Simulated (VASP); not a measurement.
Here is a VASP 6.6.1 calculation.

File INCAR:

```
SYSTEM = Nb
PREC     = Accurate       ! precision mode
ENCUT    = 520            ! plane-wave cutoff, eV
EDIFF    = 1E-6           ! SCF threshold, eV
ISMEAR   = -1             ! smearing method
SIGMA    = 0.1            ! smearing width, eV
LREAL    = .FALSE.        ! projectors in reciprocal space
LASPH    = .TRUE.         ! aspherical terms in the spheres
NELM     = 60             ! most SCF steps
ALGO     = Normal         ! electronic algorithm
ISIF     = 2              ! what is computed and relaxed
LWAVE    = .FALSE.        ! write WAVECAR
LCHARG   = .FALSE.        ! write CHGCAR
GGA      = PS             ! functional
NBANDS   = 12             ! bands
```

Contents of KPOINTS:

```
regular mesh
0
G
  13 13 13
  0 0 0
```

The input POSCAR:

```
Nb
1.0
   -1.6353030344      1.6353030344      1.6353030344
    1.6353030344     -1.6353030344      1.6353030344
    1.6353030344      1.6353030344     -1.6353030344
Nb
1
Direct
    0.0000000000      0.0000000000      0.0000000000
```

Potentials or basis: VASP PAW PBE potentials, release 64 (Nb_sv).

The run is started by

```bash
$ cat potpaw_PBE.64/Nb_sv/POTCAR > POTCAR
$ mpirun -np 1 vasp_std > vasp.out
```

Predict the pressure.

-0.3 GPa.

Caveat: the PAW data sets were made with another functional, which shifts forces and pressure a little.
